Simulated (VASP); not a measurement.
# AlGa2As3 (P3m1) in VASP: a series of runs

AlGa2As3 is run at these levels: PBE; tasks: relaxation of cell and atoms, single point.

All numbers are computed with VASP 6.6.1; they aren't measurements. Logs are shortened: lines on timing, memory, paths and dates and some standing lists are left out, and cuts for length are marked.

**1. The cell of the first run**

It takes space group P3m1 (No. 156, trigonal). Conventional cell: a = 3.884 Å, b = 3.884 Å, c = 9.515 Å, α = 90.00°, β = 90.00°, γ = 120.00°. Al (site symmetry 3m) has 4 As at 2.38 Å within 3.1 Å. Ga (site symmetry 3m) has 4 As at 2.38 Å within 3.1 Å. Within 3.1 Å of Ga (site symmetry 3m) lie 4 As at 2.38 Å. Within 3.1 Å of As (site symmetry 3m) lie 4 Ga at 2.38 Å. Within 3.1 Å of As (site symmetry 3m) lie 3 Ga at 2.38 Å and 1 Al at 2.38 Å. Within 3.1 Å of As (site symmetry 3m) lie 3 Al at 2.38 Å and 1 Ga at 2.38 Å.

**2. Relaxation of cell and atoms, PBE**

INCAR

```
PREC = Accurate
ENCUT = 600
EDIFF = 1E-7
ISMEAR = 0
SIGMA = 0.1
LREAL = F
LASPH = T
NELM = 60
ALGO = Normal
ISIF = 3
LWAVE = F
LCHARG = F
GGA = PE
IBRION = 2
NSW = 90
EDIFFG = -0.04
```

KPOINTS

```
regular mesh
0
Gamma
  6 6 2
```

POSCAR

```
AlGa2As3
1.0
    3.8843796000      0.0000000000      0.0000000000
   -1.9421898000      3.3639714100      0.0000000000
    0.0000000000      0.0000000000      9.5147479900
Al Ga As
1 2 3
Direct
    0.3333333300      0.6666666700      0.6666666700
    0.0000000000      0.0000000000      0.0000000000
    0.6666666700      0.3333333300      0.3333333300
    0.6666666700      0.3333333300      0.0833333300
    0.3333333300      0.6666666700      0.4166666700
    0.0000000000      0.0000000000      0.7500000000
```

Potentials or basis: VASP PAW PBE potentials, release 64 (Al, Ga_d, As).

Started as:

```bash
$ cat potpaw_PBE.64/Al/POTCAR potpaw_PBE.64/Ga_d/POTCAR potpaw_PBE.64/As/POTCAR > POTCAR
$ mpirun -np 1 vasp_std > vasp.out
```

OUTCAR:

```text
PREC = Accurate
   ENCUT = 600
   EDIFF = 1E-7
   ISMEAR = 0
   LREAL = F
   LASPH = T
   NELM = 60
   ISIF = 3
   GGA = PE
   IBRION = 2
   NSW = 90
   EDIFFG = -0.04

 ion  position               nearest neighbor table
   1  0.333  0.667  0.667-   6 2.38   6 2.38   6 2.38   5 2.38
   2  0.000  0.000  0.000-   4 2.38   4 2.38   4 2.38   6 2.38
   3  0.667  0.333  0.333-   5 2.38   5 2.38   4 2.38   5 2.38
   4  0.667  0.333  0.083-   2 2.38   2 2.38   2 2.38   3 2.38
   5  0.333  0.667  0.417-   3 2.38   3 2.38   1 2.38   3 2.38
   6  0.000  0.000  0.750-   1 2.38   1 2.38   1 2.38   2 2.38

  LATTYP: Found a hexagonal cell.
 ALAT       =     3.8843796000
 C/A-ratio  =     2.4494897435

  Lattice vectors:

 A1 = (   3.8843796000,   0.0000000000,   0.0000000000)
 A2 = (  -1.9421898000,   3.3639714100,   0.0000000000)
 A3 = (   0.0000000000,   0.0000000000,   9.5147479900)

Analysis of symmetry for initial positions (statically):
=====================================================================
 Subroutine PRICEL returns:
 Original cell was already a primitive cell.

 Routine SETGRP: Setting up the symmetry group for a
 hexagonal supercell.

 Subroutine GETGRP returns: Found  6 space group operations
 (whereof  6 operations were pure point group operations)
 out of a pool of 24 trial point group operations.

The static configuration has the point symmetry C_3v.

Analysis of symmetry for dynamics (positions and initial velocities):
=====================================================================
 Subroutine PRICEL returns:
 Original cell was already a primitive cell.

 Routine SETGRP: Setting up the symmetry group for a
 hexagonal supercell.

 Subroutine GETGRP returns: Found  6 space group operations
 (whereof  6 operations were pure point group operations)
 out of a pool of 24 trial point group operations.

The dynamic configuration has the point symmetry C_3v.

 Subroutine INISYM returns: Found  6 space group operations
 (whereof  6 operations are pure point group operations),
 and found     1 'primitive' translations

----------------------------------------------------------------------------------------

                                     Primitive cell

  volume of cell :     124.3287

  direct lattice vectors                    reciprocal lattice vectors
     3.884379600  0.000000000  0.000000000     0.257441369  0.148633843  0.000000000
    -1.942189800  3.363971410  0.000000000     0.000000000  0.297267687  0.000000000
     0.000000000  0.000000000  9.514747990     0.000000000  0.000000000  0.105099999

  length of vectors
     3.884379600  3.884379599  9.514747990     0.297267687  0.297267687  0.105099999

  position of ions in fractional coordinates (direct lattice)
     0.333333330  0.666666670  0.666666670
     0.000000000  0.000000000  0.000000000
     0.666666670  0.333333330  0.333333330
     0.666666670  0.333333330  0.083333330
     0.333333330  0.666666670  0.416666670
     0.000000000  0.000000000  0.750000000

  ion indices of the primitive-cell ions
   primitive index   ion index
                 1           1
                 2           2
                 3           3
                 4           4
                 5           5
                 6           6

----------------------------------------------------------------------------------------

 KPOINTS: regular mesh

Automatic generation of k-mesh.
 Grid dimensions read from file:
 generate k-points for:    6    6    2

 Generating k-lattice:

  Cartesian coordinates                     Fractional coordinates (reciprocal lattice)
     0.042906895  0.024772307  0.000000000     0.166666667  0.000000000  0.000000000
     0.000000000  0.049544614  0.000000000     0.000000000  0.166666667  0.000000000
     0.000000000  0.000000000  0.052549999     0.000000000  0.000000000  0.500000000

  Length of vectors
     0.049544614  0.049544614  0.052549999

  Shift w.r.t. Gamma in fractional coordinates (k-lattice)
     0.000000000  0.000000000  0.000000000

 Subroutine IBZKPT returns following result:
 ===========================================

 Found     14 irreducible k-points:

 Following reciprocal coordinates:
            Coordinates               Weight
  0.000000  0.000000  0.000000      1.000000
  0.166667  0.000000  0.000000      6.000000
  0.333333  0.000000  0.000000      6.000000
  0.500000 -0.000000  0.000000      3.000000
  0.166667  0.166667  0.000000      6.000000
  0.333333  0.166667  0.000000     12.000000
  0.333333  0.333333  0.000000      2.000000
  0.000000  0.000000  0.500000      1.000000
  0.166667  0.000000  0.500000      6.000000
  0.333333  0.000000  0.500000      6.000000
  0.500000 -0.000000  0.500000      3.000000
  0.166667  0.166667  0.500000      6.000000
  0.333333  0.166667  0.500000     12.000000
  0.333333  0.333333  0.500000      2.000000
   k-points           NKPTS =     14   k-points in BZ     NKDIM =     14   number of bands    NBANDS=     26
   number of dos      NEDOS =    301   number of ions     NIONS =      6
   total plane-waves  NPLWV =  81920
   dimension x,y,z NGX =    32 NGY =   32 NGZ =   80
   dimension x,y,z NGXF=    64 NGYF=   64 NGZF=  160
   ions per type =               1   2   3
   NGX,Y,Z   is equivalent  to a cutoff of  13.70, 13.70, 13.98 a.u.
   NGXF,Y,Z  is equivalent  to a cutoff of  27.39, 27.39, 27.96 a.u.
 SYSTEM =  unknown system
   PREC   = accura    normal or accurate (medium, high low for compatibility)
   ISTART =      0    job   : 0-new  1-cont  2-samecut
   ICHARG =      2    charge: 1-file 2-atom 10-const
   ISPIN  =      1    spin polarized calculation?
   LNONCOLLINEAR =      F non collinear calculations
   LSORBIT =      F    spin-orbit coupling
   LASPH  =      T    aspherical Exc in radial PAW
   ENCUT  =  600.0 eV  44.10 Ry    6.64 a.u.   7.76  7.76 19.00*2*pi/ulx,y,z
   NELM   =     60;   NELMIN=  2; NELMDL= -5     # of ELM steps
   EDIFF  = 0.1E-06   stopping-criterion for ELM
   LREAL  =      F    real-space projection
   EDIFFG = -.4E-01   stopping-criterion for IOM
   NSW    =     90    number of steps for IOM
   IBRION =      2    ionic relax: 0-MD 1-quasi-New 2-CG
   NFREE  =      1    steps in history (QN), initial steepest desc. (CG)
   ISIF   =      3    stress and relaxation
   ISYM   =      2    0-nonsym 1-usesym 2-fastsym
   POTIM  = 0.5000    time-step for ionic-motion
   TEBEG  =    0.0;   TEEND  =   0.0 temperature during run
   PSTRESS=    0.0 pullay stress
   NELECT =      44.0000    total number of electrons
   NUPDOWN=      -1.0000    fix difference up-down
   EMIN   =  10.00;   EMAX   =-10.00  energy-range for DOS
   EFERMI =   0.00;   METHOD = LEGACY
   ISMEAR =     0;   SIGMA  =   0.10  broadening in eV -4-tet -1-fermi 0-gaus
   EFERMI_NEDOS =   21; number of points for ismear=-14 and -15
   IALGO  =     38    algorithm
   IMIX   =      4    mixing-type and parameters
     AMIX     =   0.40;   BMIX     =  1.00
     AMIX_MAG =   1.60;   BMIX_MAG =  1.00
  volume/ion in A,a.u.               =      20.72       139.84
  Fermi-wavevector in a.u.,A,eV,Ry     =   1.157982  2.188270 18.244369  1.340923
  Thomas-Fermi vector in A             =   2.294589
   LORBIT       =      0    0 simple, 1 ext, 2 COOP (PROOUT), +10 PAW based schemes
   GGA     = PE    functional components
   LHFCALC =     F    Hartree Fock is set to
   AEXX    =    0.0000 exact exchange contribution
   IVDW    =     0    specifies the selected vdW correction
   LEPSILON=     F    determine dielectric tensor
   LRPA    =     F    only Hartree local field effects (RPA)
 conjugate gradient relaxation of ions
 non-spin polarized calculation
 Gauss-broadening in eV      SIGMA  =   0.10
  energy-cutoff  :      600.00
  volume of cell :      124.33
 maximum number of plane-waves:      4209
 NGX is ok and might be reduce to    32
   NGX = 15   NGY = 15   NGZ = 39

--------------------------------------- Ionic step        1  -------------------------------------------

 number of electron      44.0000003 magnetization

 Free energy of the ion-electron system (eV)
  ---------------------------------------------------
  ext. energy  EPLUGINS =         0.00000000
  ---------------------------------------------------
  free energy    TOTEN  =       -25.33295960 eV

  energy without entropy =      -25.33295960  energy(sigma->0) =      -25.33295960

 E-fermi :   5.1936     XC(G=0):  -9.7860

 val. band max:        4.7749476508   @ k =   0.0000   0.0000   0.0000
 cond. band min:       6.0084163954   @ k =   0.5000  -0.0000   0.0000
 fundamental gap:      1.2334687446
 Fermi energy:         5.1936044013

 k-point     1 :       0.0000    0.0000    0.0000
  band No.  band energies     occupation
      1     -10.1678      2.00000
      2     -10.1098      2.00000
      3     -10.0709      2.00000
      4     -10.0709      2.00000
      5     -10.0575      2.00000
      6     -10.0575      2.00000
[... 18 lines left out ...]
     25       7.2075      0.00000
     26       8.7205      0.00000
[... 517 lines left out ...]
 POSITION                                       TOTAL-FORCE (eV/Angst)
 -----------------------------------------------------------------------------------
     -0.00000      2.34739      6.63535        -0.000000      0.000000      0.031883
      2.03290      3.52109      0.00129        -0.000000     -0.000000     -0.001686
      2.03290      1.17370      3.31504         0.000000     -0.000000     -0.004829
      2.03290      1.17370      0.82991        -0.000000      0.000000      0.000742
     -0.00000      2.34739      4.14816        -0.000000      0.000000      0.043838
     -0.00000      0.00000      7.45917         0.000000     -0.000000     -0.069947
 -----------------------------------------------------------------------------------
    total drift:                               -0.000010      0.000006      0.000343

  FREE ENERGIE OF THE ION-ELECTRON SYSTEM (eV)
  ---------------------------------------------------
  free  energy   TOTEN  =       -25.8942864763 eV

  energy  without entropy=      -25.8942819769  energy(sigma->0) =      -25.89428423

--------------------------------------- Ionic step        5  -------------------------------------------

 number of electron      43.9999997 magnetization

 Free energy of the ion-electron system (eV)
  ---------------------------------------------------
  ext. energy  EPLUGINS =         0.00000000
  ---------------------------------------------------
  free energy    TOTEN  =       -25.89473127 eV

  energy without entropy =      -25.89472872  energy(sigma->0) =      -25.89472999

 E-fermi :   3.7993     XC(G=0):  -9.2099

 val. band max:        3.5303980578   @ k =   0.0000   0.0000   0.0000
 cond. band min:       4.0533080239   @ k =   0.0000   0.0000   0.0000
 fundamental gap:      0.5229099661
 Fermi energy:         3.7993376264

 k-point     1 :       0.0000    0.0000    0.0000
  band No.  band energies     occupation
      1     -11.1423      2.00000
      2     -11.1071      2.00000
      3     -11.0887      2.00000
      4     -11.0887      2.00000
      5     -11.0742      2.00000
      6     -11.0742      2.00000
[... 18 lines left out ...]
     25       5.3740      0.00000
     26       7.3902      0.00000
[... 397 lines left out ...]
 POSITION                                       TOTAL-FORCE (eV/Angst)
 -----------------------------------------------------------------------------------
     -0.00000      2.34535      6.62784        -0.000000     -0.000000      0.018848
     -0.00000     -0.00000      0.00122         0.000000      0.000000     -0.011598
      2.03113      1.17267      3.31035        -0.000000     -0.000000      0.011819
      2.03113      1.17267      0.82882         0.000000      0.000000     -0.006588
     -0.00000      2.34535      4.14454        -0.000000     -0.000000      0.022276
     -0.00000     -0.00000      7.44598         0.000000      0.000000     -0.034757
 -----------------------------------------------------------------------------------
    total drift:                               -0.000010      0.000006      0.001162

  FREE ENERGIE OF THE ION-ELECTRON SYSTEM (eV)
  ---------------------------------------------------
  free  energy   TOTEN  =       -25.8947312711 eV

  energy  without entropy=      -25.8947287181  energy(sigma->0) =      -25.89472999

 reached required accuracy - stopping structural energy minimisation
```

Wall time 3.7 min (1 thread of Intel Xeon Platinum 8488C (Sapphire Rapids), shared host); peak memory 0.31 GiB.

Results:

* Free energy: -25.8947 eV
* Relaxed volume: 23.67 Å³/atom
* Relaxed cell: a = 4.062 Å, b = 4.062 Å, c = 9.937 Å, α = 90.00°, β = 90.00°, γ = 120.00°
* Space group after relaxing (to 0.05 Å): P3m1 (No. 156)
* Energy gained by relaxing: 93.6 meV/atom
* Ionic steps: 5
* Pressure after relaxing: 0.1 GPa
* Largest force after relaxing: 0.035 eV/Å
* Band gap on the k mesh: 0.52 eV, direct

Forces on the atoms (eV/Å):
```
Al   0.000  0.000  0.019
Ga   0.000  0.000 -0.012
Ga   0.000  0.000  0.012
As   0.000  0.000 -0.007
As   0.000  0.000  0.022
As   0.000  0.000 -0.035
```

Step by step:
```
step  energy change (eV)  largest force (eV/Å)  pressure (GPa)  volume (Å³)
   1              0.0000                0.1119           11.43       124.33
   2             -0.4227                0.0624           -3.79       152.87
   3             -0.5615                0.0702            0.01       142.08
   4             -0.5613                0.0699           -0.15       142.45
   5             -0.5618                0.0348            0.05       142.01
```

Final structure:
```
Al Ga As
1.0
     4.06226    0.00000    0.00000
    -2.03113    3.51802    0.00000
     0.00000    0.00000    9.93722
Al Ga As
1 2 3
Cartesian
  0.0000 2.3453 6.6278
  0.0000 0.0000 0.0012
  2.0311 1.1727 3.3104
  2.0311 1.1727 0.8288
  0.0000 2.3453 4.1445
  0.0000 0.0000 7.4460
```

Levels at points of the mesh, in eV from the valence-band top:
```csv
k point,band 20,band 21,band 22,band 23,band 24,band 25
"(0.00, 0.00, 0.00)",-0.02,0.00,0.00,0.52,1.20,1.84
"(0.50, 0.00, 0.00)",-2.28,-1.48,-1.41,1.50,1.80,2.34
"(0.00, 0.00, 0.50)",-0.43,-0.23,-0.23,1.09,1.54,2.19
"(0.50, 0.00, 0.50)",-2.10,-0.99,-0.99,1.17,1.89,2.04
```

**3. Single point, PBE**

This run uses another cell than the first one, of 23.64 Å³/atom, 1.141 times its volume.

INCAR

```
SYSTEM = AlGa2As3
  PREC = Accurate
  ENCUT = 520
  EDIFF = 1E-7
  ISMEAR = 0
  SIGMA = 0.02
  LREAL = .False.
  LASPH = .True.
  NELM = 60
  ALGO = Normal
  ISIF = 2
  LWAVE = .False.
  LCHARG = .False.
  GGA = PE
  NBANDS = 31
```

KPOINTS

```
regular mesh
0
Gamma
  12 12 4
  0 0 0
```

POSCAR

```
AlGa2As3
1.0
    4.0590980485      0.0000000000      0.0000000000
   -2.0295490243      3.5152820265      0.0000000000
    0.0000000000      0.0000000000      9.9397765258
Al Ga As
1 2 3
Direct
    0.3333333333      0.6666666667      0.6671642532
    0.0000000000      0.0000000000      0.9997725991
    0.6666666667      0.3333333333      0.3332702675
    0.6666666667      0.3333333333      0.0833554725
    0.3333333333      0.6666666667      0.4174019708
    0.0000000000      0.0000000000      0.7490354368
```

Potentials or basis: VASP PAW PBE potentials, release 64 (Al, Ga_d, As).

Started as:

```bash
$ cat potpaw_PBE.64/Al/POTCAR potpaw_PBE.64/Ga_d/POTCAR potpaw_PBE.64/As/POTCAR > POTCAR
$ mpirun -np 1 vasp_std > vasp.out
```

Wall time 5.3 min (1 thread of Intel Xeon Platinum 8488C (Sapphire Rapids), shared host); peak memory 0.43 GiB.

The run converged. Its results:

```yaml
Free_energy: -25.9301 eV
Pressure: 0.2 GPa
Largest_force: 0.005 eV/Å
Band_gap_on_the_k_mesh: 0.53 eV, direct
```

Forces in eV/Å, atoms in the order of the input:
```
Al   0.000  0.000  0.000
Ga   0.000  0.000  0.003
Ga   0.000  0.000  0.002
As   0.000  0.000 -0.002
As   0.000  0.000  0.002
As   0.000  0.000 -0.005
```

Levels at points of the mesh, in eV from the valence-band top:
```
           k point  band 20  band 21  band 22  band 23  band 24  band 25
(0.00, 0.00, 0.00)    -0.03     0.00     0.00     0.53     1.22     1.85
(0.50, 0.00, 0.00)    -2.29    -1.49    -1.41     1.49     1.80     2.34
(0.00, 0.00, 0.50)    -0.43    -0.23    -0.23     1.11     1.56     2.19
(0.50, 0.00, 0.50)    -2.10    -1.00    -1.00     1.17     1.89     2.05
```

A hybrid or GW would open this gap; PBE tends to underestimate it.
